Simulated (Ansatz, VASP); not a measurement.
# Two plane-wave programs on W

File INCAR:

```
SYSTEM = W
PREC = Accurate
ENCUT = 600
EDIFF = 1E-6
ISMEAR = 0
SIGMA = 0.1
LREAL = .FALSE.
LASPH = .TRUE.
NELM = 60
ALGO = Normal
ISIF = 3
LWAVE = .FALSE.
LCHARG = .FALSE.
GGA = PS
IBRION = 2
NSW = 90
EDIFFG = -0.04
```

Contents of KPOINTS:

```
Automatic mesh
0
G
  6 6 4
  0 0 0
```

Contents of POSCAR:

```
W
1.0
    2.9134635405      0.0000000000      0.0000000000
   -1.4567317703      2.5231334391      0.0000000000
    0.0000000000      0.0000000000      4.7287056219
W
2
Direct
    0.3333333333      0.6666666667      0.2500000000
    0.6666666667      0.3333333333      0.7500000000
```

Input for Ansatz:

```yaml
crystal:
  lattice:
    - [2.9134635405, 0.0, 0.0]
    - [-1.4567317703, 2.5231334391, 0.0]
    - [0.0, 0.0, 4.7287056219]
  atoms:
    - { symbol: W, position: [0.3333333333, 0.6666666667, 0.25] }
    - { symbol: W, position: [0.6666666667, 0.3333333333, 0.75] }
basis:
  ecutwfc: 420
kpoints:
  mp_grid: { grid: [6, 6, 4] }
hamiltonian:
  xc: pbesol
scf:
  occupations: { method: gaussian, width: 0.1 }
  lower_state_search: "off"
output:
  forces: true
  stress: true
  eigenvalues: true
relax:
  adjacent_minimum: "off"
  f_tol: 0.04
  max_steps: 70
  cell: { stress_tol: 0.4 }
```

Alike in both runs: task relaxation of cell and atoms; functional PBEsol; k mesh 6 × 6 × 4; occupations gaussian, width 0.1 eV; no spin polarisation.

|  | VASP | Ansatz |
| --- | --- | --- |
| version | VASP 6.6.1 | Ansatz 0.2.0 |
| potentials or method | VASP PAW PBE potentials, release 64 (W_sv), cutoff 600 eV | scalar-relativistic, plane waves, PAW |
| valence electrons in the cell | 28 | 28 |

Ansatz gave:

```
gap on the k mesh at the Fermi level, each at its own relaxed structure (eV) : none
relaxed volume (Å³/atom)                                                     : 16.12
relaxed length of the cell vector where the two differ most in proportion (Å)              : 2.752
```

Q: Estimate VASP's values.

A: gap on the k mesh at the Fermi level, each at its own relaxed structure (eV): none; relaxed volume (Å³/atom): 16.16; relaxed length of the cell vector where the two differ most in proportion (Å): 2.755.

VASP's potentials were made for PBE, not for PBEsol. A gap of «none» marks a metal or a gap that the smearing closes.

The k mesh is coarse, so the values compare programs but aren't converged. Spin-orbit coupling is off throughout.
